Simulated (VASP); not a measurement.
# BaSi4 (P4/mmm) in VASP: a series of runs

The runs below take BaSi4 through single point, relaxation of cell and atoms, with PBE.

All numbers are computed with VASP 6.6.1; they aren't measurements. Logs are shortened: lines on timing, memory, paths and dates and some standing lists are left out, and cuts for length are marked.

## Step 1: The cell of the first run

The structure is tetragonal, space group P4/mmm (No. 123). The conventional cell has a = 5.467 Å, b = 5.467 Å, c = 4.488 Å, α = 90.00°, β = 90.00°, γ = 90.00°. Ba (site symmetry 4/mmm) has 16 Si at 3.70 Å and 2 Ba at 4.49 Å within 4.9 Å. Within 2.9 Å of Si (site symmetry m2m) lie 3 Si at 2.20 to 2.31 Å.

The cell was generated, and may not be a known phase.

## Step 2: Single point, PBE

Contents of INCAR:

```
PREC = Accurate ; ENCUT = 520
EDIFF = 1E-7 ; ISMEAR = 0
SIGMA = 0.1 ; LREAL = False
LASPH = True ; NELM = 100
ALGO = Normal ; ISIF = 2
LWAVE = False ; LCHARG = False
GGA = PE ; NBANDS = 21
```

Contents of KPOINTS:

```
Automatic mesh
0
Gamma
  8 8 8
```

Contents of POSCAR:

```
BaSi4
1.0
    5.4671678173      0.0000000000      0.0000000000
    0.0000000000      5.4671678173      0.0000000000
    0.0000000000      0.0000000000      4.4884670257
Ba Si
1 4
Direct
    0.5000000000      0.5000000000      0.0000000000
    0.2986500242      0.0000000000      0.5000000000
    0.7013499758      0.0000000000      0.5000000000
    0.0000000000      0.2986500242      0.5000000000
    0.0000000000      0.7013499758      0.5000000000
```

Potentials or basis: VASP PAW PBE potentials, release 64 (Ba_sv, Si).

Launch:

```console
$ cat potpaw_PBE.64/Ba_sv/POTCAR potpaw_PBE.64/Si/POTCAR > POTCAR
$ mpirun -np 1 vasp_std > vasp.out
```

OUTCAR:

```text
PREC = Accurate
   ENCUT = 520
   EDIFF = 1E-7
   ISMEAR = 0
   LREAL = False
   LASPH = True
   NELM = 100
   ISIF = 2
   GGA = PE

 ion  position               nearest neighbor table
   1  0.500  0.500  0.000-   2 3.70   3 3.70   4 3.70   5 3.70   2 3.70   3 3.70   4 3.70   5 3.70
                             2 3.70   3 3.70   2 3.70   3 3.70   4 3.70   5 3.70   4 3.70   5 3.70
   2  0.299  0.000  0.500-   3 2.20   4 2.31   5 2.31   1 3.70   1 3.70   1 3.70   1 3.70
   3  0.701  0.000  0.500-   2 2.20   4 2.31   5 2.31   1 3.70   1 3.70   1 3.70   1 3.70
   4  0.000  0.299  0.500-   5 2.20   3 2.31   2 2.31   1 3.70   1 3.70   1 3.70   1 3.70
   5  0.000  0.701  0.500-   4 2.20   3 2.31   2 2.31   1 3.70   1 3.70   1 3.70   1 3.70

  LATTYP: Found a simple tetragonal cell.
 ALAT       =     5.4671678173
 C/A-ratio  =     0.8209857783

  Lattice vectors:

 A1 = (   5.4671678173,   0.0000000000,   0.0000000000)
 A2 = (   0.0000000000,   5.4671678173,   0.0000000000)
 A3 = (   0.0000000000,   0.0000000000,   4.4884670257)

Analysis of symmetry for initial positions (statically):
=====================================================================
 Subroutine PRICEL returns:
 Original cell was already a primitive cell.

 Routine SETGRP: Setting up the symmetry group for a
 simple tetragonal supercell.

 Subroutine GETGRP returns: Found 16 space group operations
 (whereof 16 operations were pure point group operations)
 out of a pool of 16 trial point group operations.

The static configuration has the point symmetry D_4h.

Analysis of symmetry for dynamics (positions and initial velocities):
=====================================================================
 Subroutine PRICEL returns:
 Original cell was already a primitive cell.

 Routine SETGRP: Setting up the symmetry group for a
 simple tetragonal supercell.

 Subroutine GETGRP returns: Found 16 space group operations
 (whereof 16 operations were pure point group operations)
 out of a pool of 16 trial point group operations.

The dynamic configuration has the point symmetry D_4h.

 Subroutine INISYM returns: Found 16 space group operations
 (whereof 16 operations are pure point group operations),
 and found     1 'primitive' translations

----------------------------------------------------------------------------------------

                                     Primitive cell

  volume of cell :     134.1599

  direct lattice vectors                    reciprocal lattice vectors
     5.467167817  0.000000000  0.000000000     0.182910061  0.000000000  0.000000000
     0.000000000  5.467167817  0.000000000     0.000000000  0.182910061  0.000000000
     0.000000000  0.000000000  4.488467026     0.000000000  0.000000000  0.222793215

  length of vectors
     5.467167817  5.467167817  4.488467026     0.182910061  0.182910061  0.222793215

  position of ions in fractional coordinates (direct lattice)
     0.500000000  0.500000000  0.000000000
     0.298650024  0.000000000  0.500000000
     0.701349976  0.000000000  0.500000000
     0.000000000  0.298650024  0.500000000
     0.000000000  0.701349976  0.500000000

  ion indices of the primitive-cell ions
   primitive index   ion index
                 1           1
                 2           2
                 3           3
                 4           4
                 5           5

----------------------------------------------------------------------------------------

 KPOINTS: Automatic mesh

Automatic generation of k-mesh.
 Grid dimensions read from file:
 generate k-points for:    8    8    8

 Generating k-lattice:

  Cartesian coordinates                     Fractional coordinates (reciprocal lattice)
     0.022863758  0.000000000  0.000000000     0.125000000  0.000000000  0.000000000
     0.000000000  0.022863758  0.000000000     0.000000000  0.125000000  0.000000000
     0.000000000  0.000000000  0.027849152     0.000000000  0.000000000  0.125000000

  Length of vectors
     0.022863758  0.022863758  0.027849152

  Shift w.r.t. Gamma in fractional coordinates (k-lattice)
     0.000000000  0.000000000  0.000000000

 Subroutine IBZKPT returns following result:
 ===========================================

 Found     75 irreducible k-points:

 Following reciprocal coordinates:
            Coordinates               Weight
  0.000000  0.000000  0.000000      1.000000
  0.125000  0.000000  0.000000      4.000000
  0.250000  0.000000  0.000000      4.000000
  0.375000  0.000000  0.000000      4.000000
  0.500000  0.000000  0.000000      2.000000
  0.125000  0.125000  0.000000      4.000000
[... 16 lines left out ...]
  0.375000  0.125000  0.125000     16.000000
  0.500000  0.125000  0.125000      8.000000
 [... further k-points ...]
   k-points           NKPTS =     75   k-points in BZ     NKDIM =     75   number of bands    NBANDS=     21
   number of dos      NEDOS =    301   number of ions     NIONS =      5
   total plane-waves  NPLWV =  63504
   dimension x,y,z NGX =    42 NGY =   42 NGZ =   36
   dimension x,y,z NGXF=    84 NGYF=   84 NGZF=   72
   ions per type =               1   4
   NGX,Y,Z   is equivalent  to a cutoff of  12.77, 12.77, 13.33 a.u.
   NGXF,Y,Z  is equivalent  to a cutoff of  25.54, 25.54, 26.67 a.u.
 SYSTEM =  unknown system
   PREC   = accura    normal or accurate (medium, high low for compatibility)
   ISTART =      0    job   : 0-new  1-cont  2-samecut
   ICHARG =      2    charge: 1-file 2-atom 10-const
   ISPIN  =      1    spin polarized calculation?
   LNONCOLLINEAR =      F non collinear calculations
   LSORBIT =      F    spin-orbit coupling
   LASPH  =      T    aspherical Exc in radial PAW
   ENCUT  =  520.0 eV  38.22 Ry    6.18 a.u.  10.17 10.17  8.35*2*pi/ulx,y,z
   NELM   =    100;   NELMIN=  2; NELMDL= -5     # of ELM steps
   EDIFF  = 0.1E-06   stopping-criterion for ELM
   LREAL  =      F    real-space projection
   EDIFFG = 0.1E-05   stopping-criterion for IOM
   NSW    =      0    number of steps for IOM
   IBRION =     -1    ionic relax: 0-MD 1-quasi-New 2-CG
   NFREE  =      0    steps in history (QN), initial steepest desc. (CG)
   ISIF   =      2    stress and relaxation
   ISYM   =      2    0-nonsym 1-usesym 2-fastsym
   POTIM  = 0.5000    time-step for ionic-motion
   TEBEG  =    0.0;   TEEND  =   0.0 temperature during run
   PSTRESS=    0.0 pullay stress
   NELECT =      26.0000    total number of electrons
   NUPDOWN=      -1.0000    fix difference up-down
   EMIN   =  10.00;   EMAX   =-10.00  energy-range for DOS
   EFERMI =   0.00;   METHOD = LEGACY
   ISMEAR =     0;   SIGMA  =   0.10  broadening in eV -4-tet -1-fermi 0-gaus
   EFERMI_NEDOS =   21; number of points for ismear=-14 and -15
   IALGO  =     38    algorithm
   IMIX   =      4    mixing-type and parameters
     AMIX     =   0.40;   BMIX     =  1.00
     AMIX_MAG =   1.60;   BMIX_MAG =  1.00
  volume/ion in A,a.u.               =      26.83       181.07
  Fermi-wavevector in a.u.,A,eV,Ry     =   0.947382  1.790292 12.211666  0.897532
  Thomas-Fermi vector in A             =   2.075470
   LORBIT       =      0    0 simple, 1 ext, 2 COOP (PROOUT), +10 PAW based schemes
   GGA     = PE    functional components
   LHFCALC =     F    Hartree Fock is set to
   AEXX    =    0.0000 exact exchange contribution
   IVDW    =     0    specifies the selected vdW correction
   LEPSILON=     F    determine dielectric tensor
   LRPA    =     F    only Hartree local field effects (RPA)
 non-spin polarized calculation
 Gauss-broadening in eV      SIGMA  =   0.10
  energy-cutoff  :      520.00
  volume of cell :      134.16
 maximum number of plane-waves:      3630
 NGX is ok and might be reduce to    42
   NGX = 21   NGY = 21   NGZ = 17

 number of electron      26.0000000 magnetization

 Free energy of the ion-electron system (eV)
  ---------------------------------------------------
  ext. energy  EPLUGINS =         0.00000000
  ---------------------------------------------------
  free energy    TOTEN  =       -22.92206966 eV

  energy without entropy =      -22.90901817  energy(sigma->0) =      -22.91554391

 E-fermi :   4.5081     XC(G=0):  -8.8129

 val. band max:        4.5072813036   @ k =   0.3750   0.0000   0.3750
 cond. band min:       4.5109248008   @ k =   0.1250   0.0000   0.0000
 fundamental gap:      0.0036434972
 Fermi energy:         4.5081028818

 k-point     1 :       0.0000    0.0000    0.0000
  band No.  band energies     occupation
      1     -23.9117      2.00000
      2      -9.1254      2.00000
      3      -9.1254      2.00000
      4      -9.0643      2.00000
      5      -7.3281      2.00000
      6      -3.6052      2.00000
[... 13 lines left out ...]
     20       8.7097      0.00000
     21       8.7752      0.00000

 k-point     2 :       0.1250    0.0000    0.0000
  band No.  band energies     occupation
      1     -23.9116      2.00000
      2      -9.1490      2.00000
      3      -9.1239      2.00000
      4      -9.0633      2.00000
      5      -7.2463      2.00000
      6      -3.8824      2.00000
[... 13 lines left out ...]
     20       8.3430      0.00000
     21       8.4860      0.00000

 k-point     3 :       0.2500    0.0000    0.0000
  band No.  band energies     occupation
      1     -23.9112      2.00000
      2      -9.2022      2.00000
      3      -9.1202      2.00000
      4      -9.0609      2.00000
      5      -7.0220      2.00000
      6      -4.4759      2.00000
[... 13 lines left out ...]
     20       7.7317      0.00000
     21       7.8797      0.00000
[... 457 lines left out ...]
 k-point    23 :       0.3750    0.1250    0.1250
  band No.  band energies     occupation
      1     -23.9085      2.00000
      2      -9.2281      2.00000
      3      -9.1290      2.00000
      4      -9.1075      2.00000
      5      -6.6514      2.00000
      6      -4.9772      2.00000
[... 13 lines left out ...]
     20       7.6332      0.00000
     21       8.0548      0.00000

 k-point    24 :       0.5000    0.1250    0.1250
  band No.  band energies     occupation
      1     -23.9083      2.00000
      2      -9.2437      2.00000
      3      -9.1269      2.00000
      4      -9.1060      2.00000
      5      -6.4953      2.00000
      6      -5.2336      2.00000
[... 13 lines left out ...]
     20       7.6150      0.00000
     21       8.2734      0.00000

 [... further k-points ...]

------------------------ aborting loop because EDIFF is reached ----------------------------------------

  FORCE on cell =-STRESS in cart. coord.  units (eV):
  Direction    XX          YY          ZZ          XY          YZ          ZX
  --------------------------------------------------------------------------------------
  -------------------------------------------------------------------------------------
  Total        0.1010618      0.1010618      0.1776919      0.0000000     -0.0000000      0.0000000
  in kB        1.2069100      1.2069100      2.1220487      0.0000000     -0.0000000      0.0000000
  external PRESSURE =       1.5119562 kB  Pullay stress =       0.0000000 kB

 VOLUME and BASIS-vectors are now :
 -----------------------------------------------------------------------------
  energy-cutoff  :      520.00
  volume of cell :      134.16
      direct lattice vectors                 reciprocal lattice vectors
     5.467167817  0.000000000  0.000000000     0.182910061  0.000000000  0.000000000
     0.000000000  5.467167817  0.000000000     0.000000000  0.182910061  0.000000000
     0.000000000  0.000000000  4.488467026     0.000000000  0.000000000  0.222793215

 POSITION                                       TOTAL-FORCE (eV/Angst)
 -----------------------------------------------------------------------------------
      2.73358      2.73358      0.00000         0.000000      0.000000     -0.000000
      1.63277      0.00000      2.24423        -0.024469      0.000000     -0.000000
      3.83440      0.00000      2.24423         0.024469      0.000000      0.000000
      0.00000      1.63277      2.24423         0.000000     -0.024469      0.000000
      0.00000      3.83440      2.24423         0.000000      0.024469      0.000000
 -----------------------------------------------------------------------------------
    total drift:                               -0.000000     -0.000000     -0.000000

  FREE ENERGIE OF THE ION-ELECTRON SYSTEM (eV)
  ---------------------------------------------------
  free  energy   TOTEN  =       -22.9220696584 eV

  energy  without entropy=      -22.9090181699  energy(sigma->0) =      -22.91554391
```

Wall time 88 s (1 thread of Intel Xeon 6975P-C (Granite Rapids), shared host); peak memory 0.36 GiB.

What came out:

```yaml
Free_energy: -22.9221 eV
Pressure: 0.2 GPa
Largest_force: 0.024 eV/Å
Band_gap_on_the_k_mesh: zero (bands 13 and 14 overlap by 0.77 eV)
```

Forces on the atoms (eV/Å):
```
Ba   0.000  0.000  0.000
Si  -0.024  0.000  0.000
Si   0.024  0.000  0.000
Si   0.000 -0.024  0.000
Si   0.000  0.024  0.000
```

Caveat: spin-orbit coupling is left out, which moves the levels of the heavy elements.

## Step 3: Relaxation of cell and atoms, PBE

This run uses another cell than the first one, of 27.27 Å³/atom.

Contents of INCAR:

```
PREC = Accurate
ENCUT = 600
EDIFF = 1E-7
ISMEAR = 0
SIGMA = 0.1
LREAL = False
LASPH = True
NELM = 100
ALGO = Normal
ISIF = 3
LWAVE = False
LCHARG = False
GGA = PE
IBRION = 2
NSW = 100
EDIFFG = -0.01
```

KPOINTS is that of step 2.

Contents of POSCAR:

```
BaSi4
1.0
    5.4553107176      0.0000000000      0.0000000000
    0.0000000000      5.4553107176      0.0000000000
    0.0000000000      0.0000000000      4.5807499574
Ba Si
1 4
Direct
    0.5000000000      0.5000000000      0.0000000000
    0.2987414891      0.0000000000      0.5000000000
    0.7012585109      0.0000000000      0.5000000000
    0.0000000000      0.2987414891      0.5000000000
    0.0000000000      0.7012585109      0.5000000000
```

Potentials or basis: VASP PAW PBE potentials, release 64 (Ba_sv, Si).

Launch:

```console
$ cat potpaw_PBE.64/Ba_sv/POTCAR potpaw_PBE.64/Si/POTCAR > POTCAR
$ mpirun -np 1 vasp_std > vasp.out
```

Run time: 7.6 min. Hardware: 1 thread of Intel Xeon 6975P-C (Granite Rapids), shared host; peak memory 0.44 GiB.

Results (log left out):

* Free energy: -22.9234 eV
* Relaxed volume: 27.05 Å³/atom
* Relaxed cell: a = 5.469 Å, b = 5.469 Å, c = 4.522 Å, α = 90.00°, β = 90.00°, γ = 90.00°
* Space group after relaxing (to 0.1 Å): P4/mmm (No. 123)
* Energy gained by relaxing: 0.6 meV/atom
* Ionic steps: 9
* Pressure after relaxing: 0.0 GPa
* Band gap on the k mesh: zero (bands 13 and 14 overlap by 0.76 eV)

The path:
```tsv
step	energy change (eV)	largest force (eV/Å)	pressure (GPa)	volume (Å³)
1	0.0000	0.0447	0.20	136.33
2	-0.0009	0.0527	-0.35	136.99
3	-0.0013	0.0191	-0.16	136.75
4	-0.0020	0.0010	-0.13	136.38
5	-0.0025	0.0232	-0.09	135.90
6	-0.0024	0.0730	-0.01	134.92
7	-0.0027	0.0441	-0.05	135.48
8	-0.0026	0.0539	0.07	134.95
9	-0.0028	0.0005	0.00	135.24
```

Final structure:
```
Ba Si
1.0
     5.46860    0.00000    0.00000
     0.00000    5.46860    0.00000
     0.00000    0.00000    4.52227
Ba Si
1 4
Direct
  0.50000 0.50000 0.00000
  0.29856 0.00000 0.50000
  0.70144 0.00000 0.50000
  0.00000 0.29856 0.50000
  0.00000 0.70144 0.50000
```

Levels at points of the mesh, in eV from the Fermi level:
```tsv
k point	band 9	band 10	band 11	band 12	band 13	band 14	band 15	band 16	band 17
(0.00, 0.00, 0.00)	-5.62	-2.71	-2.62	0.20	0.33	0.33	0.48	0.96	0.96
(0.50, 0.00, 0.00)	-3.57	-3.28	-2.54	-1.02	-0.58	0.59	1.75	2.02	2.12
(0.50, 0.50, 0.00)	-2.44	-2.44	-1.53	-1.53	-1.27	0.24	0.31	0.96	1.80
(0.00, 0.00, 0.50)	-5.37	-4.52	-2.32	-1.60	-0.43	-0.43	0.40	0.40	2.43
(0.50, 0.00, 0.50)	-4.02	-3.50	-2.96	-2.96	-0.25	0.43	0.73	1.01	2.72
(0.50, 0.50, 0.50)	-2.98	-2.34	-2.34	-2.21	-2.21	0.54	1.25	1.89	1.98
```

Caveat: spin-orbit coupling is left out, which moves the levels of the heavy elements.
